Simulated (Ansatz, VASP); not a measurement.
**One calculation of Na, two programs**

```
Na
1.0
    -1.94018    1.94018    2.52224
     1.94018   -1.94018    2.52224
     1.94018    1.94018   -2.52224
Na
1
Direct
  0.00000 0.00000 0.00000
```

Alike in both runs: task single point; functional PBE; k mesh 18 × 18 × 18; occupations gaussian, width 0.15 eV; no spin polarisation.

```csv
,VASP,Ansatz
version,VASP 6.6.1,Ansatz 0.2.0
potentials or method,"VASP PAW PBE potentials, release 64 (Na_pv), cutoff 520 eV","scalar-relativistic, plane waves, PAW"
valence electrons in the cell,7,9
```

|  | VASP | Ansatz | Ansatz less VASP |
| --- | --- | --- | --- |
| gap on the k mesh at the Fermi level (eV) | none | none | - |
| pressure (GPa) | -0.2 | -0.2 | +0.01 |

A gap of «none» marks a metal or a gap that the smearing closes. VASP's potentials hold 7 valence electrons a cell and Ansatz's 9, so a difference there can come from the potentials and not from the codes.
